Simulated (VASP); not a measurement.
## Ta2H: relaxation of cell and atoms with PBEsol

Crystal: Ta2H.

```
H Ta
1.0
     3.37244    0.00000    0.00000
     0.00000    3.37244    0.00000
     0.00000    0.00000    3.41011
H Ta
1 2
Direct
  0.00000 0.00000 0.00000
  0.50000 0.00000 0.74132
  0.00000 0.50000 0.25868
```

- Program: VASP 6.6.1
- Task: relaxation of cell and atoms
- Functional: PBEsol
- Potentials or basis: VASP PAW PBE potentials, release 64 (H, Ta_pv)
- Cutoff: 600 eV
- k mesh: 10 × 10 × 10
- Occupations: gaussian, width 0.05 eV
- Spin: no spin polarisation
- Dipole correction: no
- Further INCAR settings: ALGO = Normal; EDIFF = 1e-06; IBRION = 2; EDIFFG = -0.01; NSW = 80; ISIF = 3

* Relaxed volume: 12.67 Å³/atom
* Relaxed cell: a = 3.350 Å, b = 3.350 Å, c = 3.387 Å, α = 90.00°, β = 90.00°, γ = 90.00°
* Space group after relaxing (to 0.1 Å): P-4m2 (No. 115)
* Energy gained by relaxing: 3.5 meV/atom
* Ionic steps: 5
* Pressure after relaxing: 0.0 GPa
* Band gap on the k mesh: zero (an odd number of electrons rules out a gap without spin polarisation)

Forces in eV/Å, atoms in the order of the input:
```
H    0.000  0.000  0.000
Ta   0.000  0.000  0.002
Ta   0.000  0.000 -0.002
```

The path:
| step | energy change (eV) | largest force (eV/Å) | pressure (GPa) | volume (Å³) |
| --- | --- | --- | --- | --- |
| 1 | 0.0000 | 0.0528 | -4.30 | 38.78 |
| 2 | 0.0140 | 0.0441 | 6.98 | 36.87 |
| 3 | -0.0104 | 0.0479 | -0.02 | 38.02 |
| 4 | -0.0104 | 0.0479 | 0.04 | 38.00 |
| 5 | -0.0105 | 0.0023 | 0.04 | 38.00 |

Final structure:
```cif
data_structure
_symmetry_space_group_name_H-M 'P 1'
_symmetry_Int_Tables_number 1
_cell_length_a 3.3498
_cell_length_b 3.3498
_cell_length_c 3.3867
_cell_angle_alpha 90.000
_cell_angle_beta 90.000
_cell_angle_gamma 90.000
_cell_volume 38.00
loop_
_atom_site_label
_atom_site_type_symbol
_atom_site_fract_x
_atom_site_fract_y
_atom_site_fract_z
_atom_site_occupancy
H1 H 0.00000 0.00000 0.00000 1
Ta1 Ta 0.50000 0.00000 0.74042 1
Ta2 Ta 0.00000 0.50000 0.25958 1
```

Levels at points of the mesh, in eV from the Fermi level:
| k point | band 10 | band 11 | band 12 | band 13 | band 14 | band 15 |
| --- | --- | --- | --- | --- | --- | --- |
| (0.00, 0.00, 0.00) | 0.33 | 0.33 | 0.60 | 3.22 | 3.46 | 4.81 |
| (0.50, 0.00, 0.00) | -0.96 | -0.29 | 0.86 | 1.06 | 1.14 | 2.46 |
| (0.50, 0.50, 0.00) | -1.52 | -0.56 | 1.45 | 3.48 | 3.48 | 4.37 |
| (0.00, 0.00, 0.50) | -1.41 | 0.57 | 0.57 | 1.24 | 1.24 | 2.67 |
| (0.50, 0.00, 0.50) | -1.48 | -0.66 | 1.14 | 3.21 | 3.28 | 4.31 |
| (0.50, 0.50, 0.50) | -1.40 | -1.32 | -1.06 | 4.34 | 4.34 | 4.63 |

It took 4 min on 1 thread of Oxide Virtual Turin-like Processor (shared host), peak memory 0.2 GiB.

Caveat: the PAW data sets were made with another functional, which shifts forces and pressure a little; spin-orbit coupling is left out, which moves the levels of the heavy elements.
